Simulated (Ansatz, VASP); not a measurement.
**One calculation of Ta, two programs**

```
CELL_PARAMETERS angstrom
4.64046 0.00000 0.00000
-2.32023 4.01875 0.00000
0.00000 0.00000 19.78890
ATOMIC_POSITIONS crystal
Ta 0.83333 0.16667 0.41603
Ta 0.16667 0.83333 0.45603
Ta 0.50000 0.50000 0.50000
Ta 0.83333 0.16667 0.54397
Ta 0.16667 0.83333 0.58397
```

Alike in both runs: task single point; functional PBEsol; k mesh 8 × 8 × 1; occupations fermi-dirac, width 0.08 eV; no spin polarisation.

```csv
,VASP,Ansatz
version,VASP 6.6.1,Ansatz 0.2.0
potentials or method,"VASP PAW PBE potentials, release 64 (Ta_pv)","PAW with Ansatz's default frozen-core files, scalar-relativistic"
plane-wave cutoff (eV),520,420
valence electrons in the cell,55,65
```

```csv
,VASP,Ansatz,Ansatz less VASP
rms of the force components (eV/Å),0.012,0.000,-0.0121
```

VASP's potentials were made for PBE, not for PBEsol. Atom by atom the forces differ by 0.012 eV/Å (rms over components). With one functional, cell and mesh, what is left measures potentials, basis and numerics. VASP's potentials hold 55 valence electrons a cell and Ansatz's 65, so a difference there can come from the potentials and not from the codes.

Neither program's run includes spin-orbit coupling.
